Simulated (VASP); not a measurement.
Input of a VASP 6.6.1 run:

File INCAR:

```
ALGO = Normal
EDIFF = 1E-7
ENCUT = 520
GGA = PE
ISIF = 2
ISMEAR = 0
LASPH = T
LCHARG = T
LELF = T
LREAL = F
LVHAR = T
LWAVE = F
NBANDS = 24
NELM = 60
PREC = Accurate
SIGMA = 0.1
```

Contents of KPOINTS:

```
k-points
0
Gamma
  6 6 6
```

Contents of POSCAR:

```
InO3
1.0
    3.5777959712      0.0000000000      0.0000000000
    0.0000000000      3.5777959712      0.0000000000
    0.0000000000      0.0000000000      3.5777959712
In O
1 3
Direct
    0.0000000000      0.0000000000      0.0000000000
    0.0000000000      0.5000000000      0.5000000000
    0.5000000000      0.0000000000      0.5000000000
    0.5000000000      0.5000000000      0.0000000000
```

Potentials or basis: VASP PAW PBE potentials, release 64 (In_d, O).

Launch:

```sh
$ cat potpaw_PBE.64/In_d/POTCAR potpaw_PBE.64/O/POTCAR > POTCAR
$ mpirun -np 1 vasp_std > vasp.out
```

Task: Estimate the pressure.

Result: -13.4 GPa.

Caveat: an odd number of electrons without spin polarisation forces a metal; a magnetic or distorted state may lie lower.
